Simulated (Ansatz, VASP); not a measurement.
## SnSe2: VASP beside Ansatz

Contents of INCAR:

```
ALGO     = Normal         # electronic algorithm
EDIFF    = 1E-7           # SCF threshold, eV
ENCUT    = 520            # plane-wave cutoff, eV
GGA      = PE             # functional
ISIF     = 2              # what is computed and relaxed
ISMEAR   = -1             # smearing method
LASPH    = T              # aspherical terms in the spheres
LCHARG   = T              # write CHGCAR
LELF     = T              # ELF
LREAL    = F              # projectors in reciprocal space
LVHAR    = T            
LWAVE    = F              # write WAVECAR
NBANDS   = 20             # bands
NELM     = 100            # most SCF steps
PREC     = Accurate       # precision mode
SIGMA    = 0.03           # smearing width, eV
```

File KPOINTS:

```
k-points
0
Gamma
  6 6 4
```

File POSCAR:

```
SnSe2
1.0
    3.8110000000      0.0000000000      0.0000000000
   -1.9055000000      3.3004228138      0.0000000000
    0.0000000000      0.0000000000      6.1360000000
Sn Se
1 2
Direct
    0.0000000000      0.0000000000      0.0000000000
    0.6666666667      0.3333333333      0.7510000000
    0.3333333333      0.6666666667      0.2490000000
```

input.yaml

```yaml
crystal:
  lattice:
    - [3.811, 0.0, 0.0]
    - [-1.9055, 3.3004228138, 0.0]
    - [0.0, 0.0, 6.136]
  atoms:
    - { symbol: Sn, position: [0.0, 0.0, 0.0] }
    - { symbol: Se, position: [0.6666666667, 0.3333333333, 0.751] }
    - { symbol: Se, position: [0.3333333333, 0.6666666667, 0.249] }
kpoints:
  mp_grid: { grid: [6, 6, 4] }
scf:
  occupations: { method: fermi_dirac, width: 0.03 }
hamiltonian:
  xc: pbe
  pseudopotentials: { kind: all_electron, lapw: { basis_error: 0.003 } }
output:
  forces: true
  stress: true
  eigenvalues: true
```

Alike in both runs: task single point; functional PBE; k mesh 6 × 6 × 4; occupations fermi-dirac, width 0.03 eV; no spin polarisation.

```csv
,VASP,Ansatz
version,VASP 6.6.1,Ansatz 0.2.0
potentials or method,"VASP PAW PBE potentials, release 64 (Sn_d, Se), cutoff 520 eV","all-electron LAPW, scalar-relativistic"
```

|  | VASP | Ansatz | Ansatz less VASP |
| --- | --- | --- | --- |
| gap on the k mesh at the Fermi level (eV) | 0.82 | 0.83 | +0.011 |
| least direct gap on the mesh (eV) | 1.09 | 1.11 | +0.015 |
| pressure (GPa) | 5.7 | 5.6 | -0.08 |
| traceless stress, the component that is largest in VASP (GPa) | 0.91 | 0.90 | -0.003 |
| rms of the force components (eV/Å) | 0.375 | 0.367 | -0.0088 |

Atom by atom the forces differ by 0.009 eV/Å (rms over components). Ansatz ran all-electron here, and VASP with PAW potentials.
